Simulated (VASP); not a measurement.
# Be (P6_3/mmc) in VASP: notebook, part 2 of 3

VASP 6.6.1.

### 3 Single point, PBE

This run uses another cell than the first one, of 6.62 Å³/atom, 0.951 times its volume.

INCAR

```
SYSTEM = Be
PREC = Accurate
ENCUT = 520
EDIFF = 1E-6
ISMEAR = 1
SIGMA = 0.1
LREAL = .FALSE.
LASPH = .TRUE.
NELM = 60
ALGO = Normal
ISIF = 2
LWAVE = .FALSE.
LCHARG = .FALSE.
GGA = PE
NBANDS = 9
```

KPOINTS

```
regular mesh
0
G
  10 10 6
  0 0 0
```

POSCAR

```
Be
1.0
    2.1382679642      0.0000000000      0.0000000000
   -1.0691339821      1.8517943771      0.0000000000
    0.0000000000      0.0000000000      3.3426455355
Be
2
Direct
    0.3333333333      0.6666666667      0.2500000000
    0.6666666667      0.3333333333      0.7500000000
```

Potentials or basis: VASP PAW PBE potentials, release 64 (Be).

On the command line:

```bash
> cat potpaw_PBE.64/Be/POTCAR > POTCAR
> mpirun -np 1 vasp_std > vasp.out
```

OUTCAR:

```text
SYSTEM = Be
   PREC = Accurate
   ENCUT = 520
   EDIFF = 1E-6
   ISMEAR = 1
   LREAL = .FALSE.
   LASPH = .TRUE.
   NELM = 60
   ISIF = 2
   GGA = PE

 ion  position               nearest neighbor table
   1  0.333  0.667  0.250-   2 2.08   2 2.08   2 2.08   2 2.08   2 2.08   2 2.08
   2  0.667  0.333  0.750-   1 2.08   1 2.08   1 2.08   1 2.08   1 2.08   1 2.08

  LATTYP: Found a hexagonal cell.
 ALAT       =     2.1382679642
 C/A-ratio  =     1.5632491304

  Lattice vectors:

 A1 = (   2.1382679642,   0.0000000000,   0.0000000000)
 A2 = (  -1.0691339821,   1.8517943771,   0.0000000000)
 A3 = (   0.0000000000,   0.0000000000,   3.3426455355)

Analysis of symmetry for initial positions (statically):
=====================================================================
 Subroutine PRICEL returns:
 Original cell was already a primitive cell.

 Routine SETGRP: Setting up the symmetry group for a
 hexagonal supercell.

 Subroutine GETGRP returns: Found 24 space group operations
 (whereof 12 operations were pure point group operations)
 out of a pool of 24 trial point group operations.

The static configuration has the point symmetry D_3d.
 The point group associated with its full space group is D_6h.

Analysis of symmetry for dynamics (positions and initial velocities):
=====================================================================
 Subroutine PRICEL returns:
 Original cell was already a primitive cell.

 Routine SETGRP: Setting up the symmetry group for a
 hexagonal supercell.

 Subroutine GETGRP returns: Found 24 space group operations
 (whereof 12 operations were pure point group operations)
 out of a pool of 24 trial point group operations.

The dynamic configuration has the point symmetry D_3d.
 The point group associated with its full space group is D_6h.

 Subroutine INISYM returns: Found 24 space group operations
 (whereof 12 operations are pure point group operations),
 and found     1 'primitive' translations

----------------------------------------------------------------------------------------

                                     Primitive cell

  volume of cell :      13.2356

  direct lattice vectors                    reciprocal lattice vectors
     2.138267964  0.000000000  0.000000000     0.467668233  0.270008380  0.000000000
    -1.069133982  1.851794377  0.000000000     0.000000000  0.540016760  0.000000000
     0.000000000  0.000000000  3.342645535     0.000000000  0.000000000  0.299164237

  length of vectors
     2.138267964  2.138267964  3.342645535     0.540016760  0.540016760  0.299164237

  position of ions in fractional coordinates (direct lattice)
     0.333333333  0.666666667  0.250000000
     0.666666667  0.333333333  0.750000000

  ion indices of the primitive-cell ions
   primitive index   ion index
                 1           1
                 2           2

----------------------------------------------------------------------------------------

 KPOINTS: regular mesh

Automatic generation of k-mesh.
 Grid dimensions read from file:
 generate k-points for:   10   10    6

 Generating k-lattice:

  Cartesian coordinates                     Fractional coordinates (reciprocal lattice)
     0.046766823  0.027000838  0.000000000     0.100000000  0.000000000  0.000000000
     0.000000000  0.054001676  0.000000000     0.000000000  0.100000000  0.000000000
     0.000000000  0.000000000  0.049860706     0.000000000  0.000000000  0.166666667

  Length of vectors
     0.054001676  0.054001676  0.049860706

  Shift w.r.t. Gamma in fractional coordinates (k-lattice)
     0.000000000  0.000000000  0.000000000

 Subroutine IBZKPT returns following result:
 ===========================================

 Found     56 irreducible k-points:

 Following reciprocal coordinates:
            Coordinates               Weight
  0.000000  0.000000  0.000000      1.000000
  0.100000  0.000000  0.000000      6.000000
  0.200000  0.000000  0.000000      6.000000
  0.300000  0.000000  0.000000      6.000000
  0.400000  0.000000  0.000000      6.000000
  0.500000  0.000000  0.000000      3.000000
[... 16 lines left out ...]
  0.300000  0.100000  0.166667     24.000000
  0.400000  0.100000  0.166667     24.000000
 [... further k-points ...]
   k-points           NKPTS =     56   k-points in BZ     NKDIM =     56   number of bands    NBANDS=      9
   number of dos      NEDOS =    301   number of ions     NIONS =      2
   total plane-waves  NPLWV =   7168
   dimension x,y,z NGX =    16 NGY =   16 NGZ =   28
   dimension x,y,z NGXF=    32 NGYF=   32 NGZF=   56
   ions per type =               2
   NGX,Y,Z   is equivalent  to a cutoff of  12.44, 12.44, 13.93 a.u.
   NGXF,Y,Z  is equivalent  to a cutoff of  24.88, 24.88, 27.85 a.u.
 SYSTEM =  Be
   PREC   = accura    normal or accurate (medium, high low for compatibility)
   ISTART =      0    job   : 0-new  1-cont  2-samecut
   ICHARG =      2    charge: 1-file 2-atom 10-const
   ISPIN  =      1    spin polarized calculation?
   LNONCOLLINEAR =      F non collinear calculations
   LSORBIT =      F    spin-orbit coupling
   LASPH  =      T    aspherical Exc in radial PAW
   ENCUT  =  520.0 eV  38.22 Ry    6.18 a.u.   3.98  3.98  6.22*2*pi/ulx,y,z
   NELM   =     60;   NELMIN=  2; NELMDL= -5     # of ELM steps
   EDIFF  = 0.1E-05   stopping-criterion for ELM
   LREAL  =      F    real-space projection
   EDIFFG = 0.1E-04   stopping-criterion for IOM
   NSW    =      0    number of steps for IOM
   IBRION =     -1    ionic relax: 0-MD 1-quasi-New 2-CG
   NFREE  =      0    steps in history (QN), initial steepest desc. (CG)
   ISIF   =      2    stress and relaxation
   ISYM   =      2    0-nonsym 1-usesym 2-fastsym
   POTIM  = 0.5000    time-step for ionic-motion
   TEBEG  =    0.0;   TEEND  =   0.0 temperature during run
   PSTRESS=    0.0 pullay stress
   NELECT =       4.0000    total number of electrons
   NUPDOWN=      -1.0000    fix difference up-down
   EMIN   =  10.00;   EMAX   =-10.00  energy-range for DOS
   EFERMI =   0.00;   METHOD = LEGACY
   ISMEAR =     1;   SIGMA  =   0.10  broadening in eV -4-tet -1-fermi 0-gaus
   EFERMI_NEDOS =   21; number of points for ismear=-14 and -15
   IALGO  =     38    algorithm
   IMIX   =      4    mixing-type and parameters
     AMIX     =   0.40;   BMIX     =  1.00
     AMIX_MAG =   1.60;   BMIX_MAG =  1.00
  volume/ion in A,a.u.               =       6.62        44.66
  Fermi-wavevector in a.u.,A,eV,Ry     =   1.098617  2.076086 16.421687  1.206960
  Thomas-Fermi vector in A             =   2.234998
   LORBIT       =      0    0 simple, 1 ext, 2 COOP (PROOUT), +10 PAW based schemes
   GGA     = PE    functional components
   LHFCALC =     F    Hartree Fock is set to
   AEXX    =    0.0000 exact exchange contribution
   IVDW    =     0    specifies the selected vdW correction
   LEPSILON=     F    determine dielectric tensor
   LRPA    =     F    only Hartree local field effects (RPA)
 non-spin polarized calculation
 Methfessel and Paxton  Order N= 1 SIGMA  =   0.10
  energy-cutoff  :      520.00
  volume of cell :       13.24
 maximum number of plane-waves:       368
 NGX is ok and might be reduce to    16
   NGX =  7   NGY =  7   NGZ = 13

 number of electron       4.0000000 magnetization

 Free energy of the ion-electron system (eV)
  ---------------------------------------------------
  ext. energy  EPLUGINS =         0.00000000
  ---------------------------------------------------
  free energy    TOTEN  =        -7.28962219 eV

  energy without entropy =       -7.28959090  energy(sigma->0) =       -7.28961176

 E-fermi :   8.5271     XC(G=0): -11.2052

 val. band max:        8.4659426519   @ k =   0.3000   0.2000   0.0000
 cond. band min:       8.5658478480   @ k =   0.2000   0.2000   0.0000
 fundamental gap:      0.0999051961
 Fermi energy:         8.5271072543

 k-point     1 :       0.0000    0.0000    0.0000
  band No.  band energies     occupation
      1      -3.7645      2.00000
      2       3.5366      2.00000
      3      10.4861     -0.00000
      4      26.7838      0.00000
      5      26.7838      0.00000
      6      30.0432      0.00000
      7      30.0432      0.00000
      8      32.8948      0.00000
      9      38.6991      0.00000
[... 265 lines left out ...]
 k-point    24 :       0.4000    0.1000    0.1667
  band No.  band energies     occupation
      1       2.6807      2.00000
      2       6.0508      2.00000
      3      11.3038      0.00000
      4      14.5503      0.00000
      5      16.5585      0.00000
      6      19.8151      0.00000
      7      24.1114      0.00000
      8      26.1176      0.00000
      9      32.0134      0.00000

 [... further k-points ...]
[... 5 lines left out ...]
  --------------------------------------------------------------------------------------
  -------------------------------------------------------------------------------------
  Total        2.4978068      2.4978068      2.5036390     -0.0000000     -0.0000000      0.0000000
  in kB      302.3599129    302.3599129    303.0659045     -0.0000000     -0.0000000      0.0000000
  external PRESSURE =     302.5952434 kB  Pullay stress =       0.0000000 kB

 VOLUME and BASIS-vectors are now :
 -----------------------------------------------------------------------------
  energy-cutoff  :      520.00
  volume of cell :       13.24
      direct lattice vectors                 reciprocal lattice vectors
     2.138267964  0.000000000  0.000000000     0.467668233  0.270008380  0.000000000
    -1.069133982  1.851794377  0.000000000     0.000000000  0.540016760  0.000000000
     0.000000000  0.000000000  3.342645535     0.000000000  0.000000000  0.299164237

 POSITION                                       TOTAL-FORCE (eV/Angst)
 -----------------------------------------------------------------------------------
     -0.00000      1.23453      0.83566         0.000000     -0.000000      0.000000
      1.06913      0.61726      2.50698        -0.000000      0.000000      0.000000
 -----------------------------------------------------------------------------------
    total drift:                                0.000000     -0.000000      0.000000

  FREE ENERGIE OF THE ION-ELECTRON SYSTEM (eV)
  ---------------------------------------------------
  free  energy   TOTEN  =        -7.2896221910 eV

  energy  without entropy=       -7.2895909031  energy(sigma->0) =       -7.28961176
```

It took 6.5 s on 1 thread of Intel Xeon 8259CL, shared host; peak memory 0.12 GiB.

Results:

```yaml
Free_energy: -7.2896 eV
Pressure: 30.3 GPa
Band_gap_on_the_k_mesh: zero (band 2 reaches 8.97 eV, above the bottom of band 3 at 8.21 eV)
```

### 4 Single point, PBE

This run uses another cell than the first one, of 7.94 Å³/atom, 1.141 times its volume.

INCAR

```
SYSTEM = Be
PREC = Accurate
ENCUT = 520
EDIFF = 1E-7
ISMEAR = 1
SIGMA = 0.1
LREAL = .False.
LASPH = .True.
NELM = 80
ALGO = Normal
ISIF = 2
LWAVE = .False.
LCHARG = .True.
GGA = PE
LELF = .True.
LVHAR = .True.
NBANDS = 9
```

KPOINTS

```
regular mesh
0
Gamma
  10 10 6
  0 0 0
```

POSCAR

```
Be
1.0
    2.2796598889      0.0000000000      0.0000000000
   -1.1398299444      1.9742433758      0.0000000000
    0.0000000000      0.0000000000      3.5282555452
Be
2
Direct
    0.3333333333      0.6666666667      0.2500000000
    0.6666666667      0.3333333333      0.7500000000
```

On the command line:

```bash
> cat potpaw_PBE.64/Be/POTCAR > POTCAR
> mpirun -np 1 vasp_std > vasp.out
```

Run time: 13 s. Hardware: 1 thread of Intel Xeon 8259CL, shared host; peak memory 0.12 GiB.

The run converged. Its results:

```yaml
Free_energy: -7.5100 eV
Pressure: 0.1 GPa
Band_gap_on_the_k_mesh: zero (band 2 reaches 7.38 eV, above the bottom of band 3 at 6.60 eV)
```

Levels at points of the mesh, in eV from the Fermi level:
```
           k point  band 1  band 2  band 3  band 4  band 5  band 6
(0.00, 0.00, 0.00)  -11.35   -4.28    1.37   15.57   15.57   18.51
(0.50, 0.00, 0.00)   -5.07   -3.22    3.64    6.53    6.91    9.08
(0.00, 0.00, 0.50)   -9.14   -9.14   11.17   11.17   17.29   17.29
(0.50, 0.00, 0.50)   -3.66   -3.66    1.49    1.49   11.76   11.76
```

[end of part 2 of 3]
